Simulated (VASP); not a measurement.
Set up this calculation in VASP 6.6.1, as the native input.

```
Task                   : single point
Functional             : PBE
Potentials or basis    : VASP PAW PBE potentials, release 64 (Pd)
Cutoff                 : 500 eV
k mesh                 : 7 × 7 × 7
Occupations            : fermi-dirac, width 0.05 eV
Spin                   : no spin polarisation
Dipole correction      : no
Further INCAR settings : ALGO = Normal; EDIFF = 1e-06; NBANDS = 17
```

The structure of Pd lies in POSCAR:

```
Pd
1.0
    0.0000000000      2.8922411839      2.8922411839
    2.8922411839      0.0000000000      2.8922411839
    2.8922411839      2.8922411839      0.0000000000
Pd
2
Direct
    1.0000000000      1.0000000000      1.0000000000
    0.2500000000      0.2500000000      0.2500000000
```

The input as run:

INCAR

```
  ALGO = Normal
  EDIFF = 1E-6
  ENCUT = 500
  GGA = PE
  GGA_COMPAT = F
  ISIF = 2
  ISMEAR = -1
  LASPH = T
  LCHARG = F
  LREAL = F
  LWAVE = F
  NBANDS = 17
  NELM = 120
  PREC = Accurate
  SIGMA = 0.05
```

KPOINTS

```
k-points
0
Gamma
  7 7 7
```

Potentials or basis: VASP PAW PBE potentials, release 64 (Pd).

The run is started by

```console
$ cat potpaw_PBE.64/Pd/POTCAR > POTCAR
$ mpirun -np 1 vasp_std > vasp.out
```

It gave:

```yaml
Pressure: 0.8 GPa
Band_gap_on_the_k_mesh: zero (band 10 reaches 4.14 eV, above the bottom of band 11 at 3.75 eV)
```

Run time: 9 s on 1 thread of Intel(R) Xeon(R) Platinum 8559C (Emerald Rapids) (shared host), peak memory 0.15 GiB.
